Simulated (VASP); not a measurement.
Nb: single point with PBEsol

Crystal: Nb.

```
Nb
1.0
     0.00000    1.84762    2.77143
     1.84762    0.00000    2.77143
     1.84762    1.84762    0.00000
Nb
1
Cartesian
  0.0000 0.0000 0.0000
```

This cell differs from its parent crystal: ratio of the length along z to the lengths across it x 1.5, volume and fractional coordinates fixed.

| Property | Result |
| --- | --- |
| Program | VASP 6.6.1 |
| Task | single point |
| Functional | PBEsol |
| Potentials or basis | VASP PAW PBE potentials, release 64 (Nb_sv) |
| Cutoff | 520 eV |
| k mesh | 22 × 22 × 22 |
| Occupations | gaussian, width 0.15 eV |
| Spin | no spin polarisation |

The pressure is -5.1 GPa. The band gap on the k mesh is zero (an odd number of electrons rules out a gap without spin polarisation).

Stress tensor (GPa, compression positive):
```
  4.80   0.00   0.00
  0.00   4.80   0.00
  0.00   0.00 -24.79
```

Levels at points of the mesh, in eV from the Fermi level:
| k point | band 5 | band 6 | band 7 | band 8 | band 9 | band 10 |
| --- | --- | --- | --- | --- | --- | --- |
| (0.00, 0.00, 0.00) | -5.95 | -2.49 | -1.20 | 2.74 | 2.74 | 5.81 |
| (0.50, 0.00, 0.00) | -3.62 | -1.62 | 1.94 | 2.15 | 4.17 | 4.60 |
| (0.50, 0.50, 0.00) | -3.84 | -3.19 | -0.01 | 4.94 | 4.94 | 6.06 |
| (0.50, 0.00, 0.50) | -4.37 | -2.47 | 1.86 | 3.43 | 6.39 | 8.46 |

It took 8.6 min on 1 thread of Intel Xeon 8259CL (shared host), peak memory 0.3 GiB.

Caveat: the cell stands under tension; the PAW data sets were made with another functional, which shifts forces and pressure a little.
